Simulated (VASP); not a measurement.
Te:

```
CELL_PARAMETERS angstrom
4.45400 0.00000 0.00000
-2.22700 3.85728 0.00000
0.00000 0.00000 5.92400
ATOMIC_POSITIONS crystal
Te 0.73100 0.73100 0.00000
Te 0.00000 0.26900 0.66667
Te 0.26900 0.00000 0.33333
```

```yaml
Program: VASP 6.6.1
Task: relaxation of cell and atoms
Functional: PBE
Dispersion: D4
Potentials_or_basis: VASP PAW PBE potentials, release 64 (Te)
Cutoff: 600 eV
k_mesh: 7 × 7 × 5
Occupations: fermi-dirac, width 0.05 eV
Spin: no spin polarisation
```

At the start: pressure -0.8 GPa; volume 33.93 Å³/atom.

Q: Where does the relaxation end?

A: Over 14 steps the energy falls by 12.8 meV/atom and the volume is 32.07 Å³/atom (-5.5 %); space group P3_121 (No. 152, to 0.1 Å) before and after.

The path:
| step | energy change (eV) | largest force (eV/Å) | pressure (GPa) | volume (Å³) |
| --- | --- | --- | --- | --- |
| 1 | 0.0000 | 0.1650 | -0.81 | 101.78 |
| 2 | -0.0115 | 0.2423 | 0.17 | 99.26 |
| 3 | -0.0123 | 0.2692 | 0.55 | 98.37 |
| 4 | -0.0204 | 0.2234 | 0.49 | 97.85 |
| 5 | -0.0351 | 0.1036 | 0.39 | 96.28 |
| 6 | -0.0230 | 0.0693 | 0.64 | 93.11 |
| 7 | -0.0372 | 0.0499 | 0.42 | 95.37 |
| 8 | -0.0379 | 0.0081 | -0.20 | 96.51 |
| 9 | -0.0381 | 0.0215 | -0.01 | 96.14 |
| 10 | -0.0381 | 0.0208 | 0.00 | 96.16 |
| 11 | -0.0381 | 0.0144 | -0.11 | 96.33 |
| 12 | -0.0381 | 0.0199 | -0.03 | 96.19 |
| 13 | -0.0383 | 0.0171 | -0.03 | 96.19 |
| 14 | -0.0384 | 0.0087 | -0.01 | 96.21 |

Final structure:
```
Te
1.0
     4.31540    0.00000    0.00000
    -2.15770    3.73725    0.00000
     0.00000    0.00000    5.96544
Te
3
Direct
  0.71517 0.71517 0.00000
  0.00000 0.28483 0.66667
  0.28483 0.00000 0.33333
```
